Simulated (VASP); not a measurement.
Here is a VASP 6.6.1 calculation.

INCAR

```
SYSTEM = V
  PREC = Accurate
  ENCUT = 520
  EDIFF = 1E-6
  ISMEAR = -1
  SIGMA = 0.1
  LREAL = .False.
  LASPH = .True.
  NELM = 100
  ALGO = Normal
  ISIF = 2
  LWAVE = .False.
  LCHARG = .True.
  GGA = B5
  ALDAX = 1.0
  AGGAX = 1.0
  AGGAC = 1.0
  ALDAC = 0.0
  LELF = .True.
  LVHAR = .True.
  NBANDS = 12
```

The input KPOINTS:

```
Automatic mesh
0
Gamma
  24 24 24
  0 0 0
```

POSCAR

```
V
1.0
   -1.5133741620      1.5133741620      1.5133741620
    1.5133741620     -1.5133741620      1.5133741620
    1.5133741620      1.5133741620     -1.5133741620
V
1
Direct
    0.0000000000      0.0000000000      0.0000000000
```

Potentials or basis: VASP PAW PBE potentials, release 64 (V_sv).

Command:

```console
$ cat potpaw_PBE.64/V_sv/POTCAR > POTCAR
$ mpirun -np 1 vasp_std > vasp.out
```

Question: Estimate the pressure.

Answer: 0.4 GPa.

Caveat: the PAW data sets were made with another functional, which shifts forces and pressure a little.
